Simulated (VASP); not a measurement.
# Sn3Se2S (Cmcm) in VASP: single point with PBE

Aim: the single point of Sn3Se2S with PBE.

Everything below comes from runs of VASP 6.6.1. Logs are shortened: lines on timing, memory, paths and dates and some standing lists are left out, and cuts for length are marked.

### 1 The cell of the first run

It takes space group Cmcm (No. 63, orthorhombic). The conventional cell has a = 4.233 Å, b = 11.983 Å, c = 12.728 Å, α = 90.00°, β = 90.00°, γ = 90.00°. Within 3.7 Å of Sn (site symmetry m) lie 3 Se at 2.74 to 3.04 Å and 2 S at 2.95 Å and 1 Sn at 3.68 Å. Sn (site symmetry m2m) has 1 S at 2.60 Å and 4 Se at 3.03 Å within 3.4 Å. Se (site symmetry m) has 5 Sn at 2.74 to 3.04 Å within 3.6 Å. S (site symmetry m2m) has 5 Sn at 2.60 to 2.95 Å within 3.4 Å.

### 2 Single point, PBE

File INCAR:

```
ALGO = Normal
EDIFF = 1E-6
ENCUT = 520
GGA = PE
ISIF = 2
ISMEAR = 0
LASPH = T
LCHARG = F
LREAL = F
LWAVE = F
NBANDS = 72
NELM = 80
PREC = Accurate
SIGMA = 0.1
```

File KPOINTS:

```
k-points
0
Gamma
  4 4 2
```

File POSCAR:

```
Sn3Se2S
1.0
    2.1162780000     -5.9916931000      0.0000000000
    2.1162780000      5.9916931000      0.0000000000
    0.0000000000      0.0000000000     12.7281192000
Sn Se S
6 4 2
Direct
    0.3678720000      0.6321280000      0.4089660000
    0.3757160000      0.6242840000      0.7500000000
    0.3678720000      0.6321280000      0.0910340000
    0.6321280000      0.3678720000      0.5910340000
    0.6321280000      0.3678720000      0.9089660000
    0.6242840000      0.3757160000      0.2500000000
    0.1395570000      0.8604430000      0.4194280000
    0.1395570000      0.8604430000      0.0805720000
    0.8604430000      0.1395570000      0.5805720000
    0.8604430000      0.1395570000      0.9194280000
    0.1587800000      0.8412200000      0.7500000000
    0.8412200000      0.1587800000      0.2500000000
```

Potentials or basis: VASP PAW PBE potentials, release 64 (Sn_d, Se, S).

Command:

```bash
$ cat potpaw_PBE.64/Sn_d/POTCAR potpaw_PBE.64/Se/POTCAR potpaw_PBE.64/S/POTCAR > POTCAR
$ mpirun -np 1 vasp_std > vasp.out
```

OUTCAR:

```text
EDIFF = 1E-6
   ENCUT = 520
   GGA = PE
   ISIF = 2
   ISMEAR = 0
   LASPH = T
   LREAL = F
   NELM = 80
   PREC = Accurate

 ion  position               nearest neighbor table
   1  0.368  0.632  0.409-   7 2.74  12 2.95  12 2.95   9 3.04   9 3.04   6 3.68
   2  0.376  0.624  0.750-  11 2.60  10 3.03   9 3.03   9 3.03  10 3.03   5 3.68   4 3.68
   3  0.368  0.632  0.091-   8 2.74  12 2.95  12 2.95  10 3.04  10 3.04   6 3.68
   4  0.632  0.368  0.591-   9 2.74  11 2.95  11 2.95   7 3.04   7 3.04   2 3.68
   5  0.632  0.368  0.909-  10 2.74  11 2.95  11 2.95   8 3.04   8 3.04   2 3.68
   6  0.624  0.376  0.250-  12 2.60   8 3.03   7 3.03   7 3.03   8 3.03   3 3.68   1 3.68
   7  0.140  0.860  0.419-   1 2.74   6 3.03   6 3.03   4 3.04   4 3.04
   8  0.140  0.860  0.081-   3 2.74   6 3.03   6 3.03   5 3.04   5 3.04
   9  0.860  0.140  0.581-   4 2.74   2 3.03   2 3.03   1 3.04   1 3.04
  10  0.860  0.140  0.919-   5 2.74   2 3.03   2 3.03   3 3.04   3 3.04
  11  0.159  0.841  0.750-   2 2.60   5 2.95   4 2.95   4 2.95   5 2.95
  12  0.841  0.159  0.250-   6 2.60   3 2.95   1 2.95   1 2.95   3 2.95

  LATTYP: Found a base centered orthorhombic cell.
 ALAT       =     4.2325560000
 B/A-ratio  =     2.8312410279
 C/A-ratio  =     3.0071945179

  Lattice vectors:

 A1 = (   2.1162780000,  -5.9916931000,   0.0000000000)
 A2 = (   2.1162780000,   5.9916931000,   0.0000000000)
 A3 = (   0.0000000000,   0.0000000000,  12.7281192000)

Analysis of symmetry for initial positions (statically):
=====================================================================
 Subroutine PRICEL returns:
 Original cell was already a primitive cell.

 Routine SETGRP: Setting up the symmetry group for a
 base centered orthorhombic supercell.

 Subroutine GETGRP returns: Found  8 space group operations
 (whereof  4 operations were pure point group operations)
 out of a pool of  8 trial point group operations.

The static configuration has the point symmetry C_2h.
 The point group associated with its full space group is D_2h.

Analysis of symmetry for dynamics (positions and initial velocities):
=====================================================================
 Subroutine PRICEL returns:
 Original cell was already a primitive cell.

 Routine SETGRP: Setting up the symmetry group for a
 base centered orthorhombic supercell.

 Subroutine GETGRP returns: Found  8 space group operations
 (whereof  4 operations were pure point group operations)
 out of a pool of  8 trial point group operations.

The dynamic configuration has the point symmetry C_2h.
 The point group associated with its full space group is D_2h.

 Subroutine INISYM returns: Found  8 space group operations
 (whereof  4 operations are pure point group operations),
 and found     1 'primitive' translations

----------------------------------------------------------------------------------------

                                     Primitive cell

  volume of cell :     322.7874

  direct lattice vectors                    reciprocal lattice vectors
     2.116278000 -5.991693100  0.000000000     0.236263856 -0.083448867  0.000000000
     2.116278000  5.991693100  0.000000000     0.236263856  0.083448867  0.000000000
     0.000000000  0.000000000 12.728119200     0.000000000  0.000000000  0.078566203

  length of vectors
     6.354448739  6.354448739 12.728119200     0.250568001  0.250568001  0.078566203

  position of ions in fractional coordinates (direct lattice)
     0.367872000  0.632128000  0.408966000
     0.375716000  0.624284000  0.750000000
     0.367872000  0.632128000  0.091034000
     0.632128000  0.367872000  0.591034000
     0.632128000  0.367872000  0.908966000
     0.624284000  0.375716000  0.250000000
     0.139557000  0.860443000  0.419428000
     0.139557000  0.860443000  0.080572000
     0.860443000  0.139557000  0.580572000
     0.860443000  0.139557000  0.919428000
     0.158780000  0.841220000  0.750000000
     0.841220000  0.158780000  0.250000000

  ion indices of the primitive-cell ions
   primitive index   ion index
                 1           1
                 2           2
                 3           3
                 4           4
                 5           5
                 6           6
                 7           7
                 8           8
                 9           9
                10          10
                11          11
                12          12

----------------------------------------------------------------------------------------

 KPOINTS: k-points

Automatic generation of k-mesh.
 Grid dimensions read from file:
 generate k-points for:    4    4    2

 Generating k-lattice:

  Cartesian coordinates                     Fractional coordinates (reciprocal lattice)
     0.059065964 -0.020862217  0.000000000     0.250000000  0.000000000  0.000000000
     0.059065964  0.020862217  0.000000000     0.000000000  0.250000000  0.000000000
     0.000000000  0.000000000  0.039283102     0.000000000  0.000000000  0.500000000

  Length of vectors
     0.062642000  0.062642000  0.039283102

  Shift w.r.t. Gamma in fractional coordinates (k-lattice)
     0.000000000  0.000000000  0.000000000

 Subroutine IBZKPT returns following result:
 ===========================================

 Found     14 irreducible k-points:

 Following reciprocal coordinates:
            Coordinates               Weight
  0.000000  0.000000  0.000000      1.000000
  0.250000  0.000000  0.000000      4.000000
  0.500000  0.000000  0.000000      2.000000
  0.250000  0.250000  0.000000      2.000000
  0.500000  0.250000  0.000000      4.000000
 -0.250000  0.250000  0.000000      2.000000
  0.500000  0.500000  0.000000      1.000000
  0.000000  0.000000  0.500000      1.000000
  0.250000  0.000000  0.500000      4.000000
  0.500000  0.000000  0.500000      2.000000
  0.250000  0.250000  0.500000      2.000000
  0.500000  0.250000  0.500000      4.000000
 -0.250000  0.250000  0.500000      2.000000
  0.500000  0.500000  0.500000      1.000000
   k-points           NKPTS =     14   k-points in BZ     NKDIM =     14   number of bands    NBANDS=     72
   number of dos      NEDOS =    301   number of ions     NIONS =     12
   total plane-waves  NPLWV = 221184
   dimension x,y,z NGX =    48 NGY =   48 NGZ =   96
   dimension x,y,z NGXF=    96 NGYF=   96 NGZF=  192
   ions per type =               6   4   2
   NGX,Y,Z   is equivalent  to a cutoff of  12.56, 12.56, 12.54 a.u.
   NGXF,Y,Z  is equivalent  to a cutoff of  25.12, 25.12, 25.08 a.u.
 SYSTEM =  unknown system
   PREC   = accura    normal or accurate (medium, high low for compatibility)
   ISTART =      0    job   : 0-new  1-cont  2-samecut
   ICHARG =      2    charge: 1-file 2-atom 10-const
   ISPIN  =      1    spin polarized calculation?
   LNONCOLLINEAR =      F non collinear calculations
   LSORBIT =      F    spin-orbit coupling
   LASPH  =      T    aspherical Exc in radial PAW
   ENCUT  =  520.0 eV  38.22 Ry    6.18 a.u.  11.82 11.82 23.67*2*pi/ulx,y,z
   NELM   =     80;   NELMIN=  2; NELMDL= -5     # of ELM steps
   EDIFF  = 0.1E-05   stopping-criterion for ELM
   LREAL  =      F    real-space projection
   EDIFFG = 0.1E-04   stopping-criterion for IOM
   NSW    =      0    number of steps for IOM
   IBRION =     -1    ionic relax: 0-MD 1-quasi-New 2-CG
   NFREE  =      0    steps in history (QN), initial steepest desc. (CG)
   ISIF   =      2    stress and relaxation
   ISYM   =      2    0-nonsym 1-usesym 2-fastsym
   POTIM  = 0.5000    time-step for ionic-motion
   TEBEG  =    0.0;   TEEND  =   0.0 temperature during run
   PSTRESS=    0.0 pullay stress
   NELECT =     120.0000    total number of electrons
   NUPDOWN=      -1.0000    fix difference up-down
   EMIN   =  10.00;   EMAX   =-10.00  energy-range for DOS
   EFERMI =   0.00;   METHOD = LEGACY
   ISMEAR =     0;   SIGMA  =   0.10  broadening in eV -4-tet -1-fermi 0-gaus
   EFERMI_NEDOS =   21; number of points for ismear=-14 and -15
   IALGO  =     38    algorithm
   IMIX   =      4    mixing-type and parameters
     AMIX     =   0.40;   BMIX     =  1.00
     AMIX_MAG =   1.60;   BMIX_MAG =  1.00
  volume/ion in A,a.u.               =      26.90       181.52
  Fermi-wavevector in a.u.,A,eV,Ry     =   1.177144  2.224480 18.853171  1.385669
  Thomas-Fermi vector in A             =   2.313496
   LORBIT       =      0    0 simple, 1 ext, 2 COOP (PROOUT), +10 PAW based schemes
   GGA     = PE    functional components
   LHFCALC =     F    Hartree Fock is set to
   AEXX    =    0.0000 exact exchange contribution
   IVDW    =     0    specifies the selected vdW correction
   LEPSILON=     F    determine dielectric tensor
   LRPA    =     F    only Hartree local field effects (RPA)
 non-spin polarized calculation
 Gauss-broadening in eV      SIGMA  =   0.10
  energy-cutoff  :      520.00
  volume of cell :      322.79
 maximum number of plane-waves:      8722
   NGX = 23   NGY = 23   NGZ = 47

 number of electron     119.9999998 magnetization

 Free energy of the ion-electron system (eV)
  ---------------------------------------------------
  ext. energy  EPLUGINS =         0.00000000
  ---------------------------------------------------
  free energy    TOTEN  =       -50.47322845 eV

  energy without entropy =      -50.47250527  energy(sigma->0) =      -50.47286686

 E-fermi :   5.5769     XC(G=0):  -9.5660

 val. band max:        5.4510586049   @ k =   0.5000   0.5000   0.0000
 cond. band min:       5.7028062044   @ k =   0.5000   0.5000   0.0000
 fundamental gap:      0.2517475995
 Fermi energy:         5.5769307403

 k-point     1 :       0.0000    0.0000    0.0000
  band No.  band energies     occupation
      1     -16.0940      2.00000
      2     -16.0927      2.00000
      3     -16.0873      2.00000
      4     -16.0867      2.00000
      5     -16.0860      2.00000
      6     -16.0858      2.00000
[... 64 lines left out ...]
     71       9.3518      0.00000
     72       9.8889      0.00000
[... 973 lines left out ...]
     71       8.7503      0.00000
     72       8.7503      0.00000

------------------------ aborting loop because EDIFF is reached ----------------------------------------

  FORCE on cell =-STRESS in cart. coord.  units (eV):
  Direction    XX          YY          ZZ          XY          YZ          ZX
  --------------------------------------------------------------------------------------
  -------------------------------------------------------------------------------------
  Total       -0.4047039      0.1767586     -0.2177514      0.0000000      0.0000000      0.0000000
  in kB       -2.0087759      0.8773534     -1.0808240      0.0000000      0.0000000      0.0000000
  external PRESSURE =      -0.7374155 kB  Pullay stress =       0.0000000 kB

 VOLUME and BASIS-vectors are now :
 -----------------------------------------------------------------------------
  energy-cutoff  :      520.00
  volume of cell :      322.79
      direct lattice vectors                 reciprocal lattice vectors
     2.116278000 -5.991693100  0.000000000     0.236263856 -0.083448867  0.000000000
     2.116278000  5.991693100  0.000000000     0.236263856  0.083448867  0.000000000
     0.000000000  0.000000000 12.728119200     0.000000000  0.000000000  0.078566203

 POSITION                                       TOTAL-FORCE (eV/Angst)
 -----------------------------------------------------------------------------------
      2.11628      1.58334      5.20537         0.000000      0.015025     -0.011524
      2.11628      1.48934      9.54609         0.000000      0.045644     -0.000000
      2.11628      1.58334      1.15869         0.000000      0.015025      0.011524
      2.11628     -1.58334      7.52275         0.000000     -0.015025      0.011524
      2.11628     -1.58334     11.56943         0.000000     -0.015025     -0.011524
      2.11628     -1.48934      3.18203         0.000000     -0.045644     -0.000000
      2.11628      4.31933      5.33853         0.000000      0.033103      0.000290
      2.11628      4.31933      1.02553         0.000000      0.033103     -0.000290
      2.11628     -4.31933      7.38959         0.000000     -0.033103     -0.000290
      2.11628     -4.31933     11.70259         0.000000     -0.033103      0.000290
      2.11628      4.08897      9.54609         0.000000      0.012535     -0.000000
      2.11628     -4.08897      3.18203         0.000000     -0.012535     -0.000000
 -----------------------------------------------------------------------------------
    total drift:                                0.000000      0.000000     -0.000000

  FREE ENERGIE OF THE ION-ELECTRON SYSTEM (eV)
  ---------------------------------------------------
  free  energy   TOTEN  =       -50.4732284545 eV

  energy  without entropy=      -50.4725052716  energy(sigma->0) =      -50.47286686
```

Run time: 9.4 min. Hardware: 1 thread of Intel Xeon Platinum 8259CL at 2.50GHz (Skylake/Cascade Lake), shared host; peak memory 0.61 GiB.

Results:

```
Free energy            : -50.4732 eV
Pressure               : -0.1 GPa
Largest force          : 0.046 eV/Å
Band gap on the k mesh : 0.25 eV
```

Forces on the atoms (eV/Å):
```
Sn   0.000  0.015 -0.012
Sn   0.000  0.046  0.000
Sn   0.000  0.015  0.012
Sn   0.000 -0.015  0.012
Sn   0.000 -0.015 -0.012
Sn   0.000 -0.046  0.000
Se   0.000  0.033  0.000
Se   0.000  0.033  0.000
Se   0.000 -0.033  0.000
Se   0.000 -0.033  0.000
S    0.000  0.013  0.000
S    0.000 -0.013  0.000
```

Caveat: semilocal functionals underestimate gaps, and a narrow one can read as zero; spin-orbit coupling is left out, which moves the levels of the heavy elements.
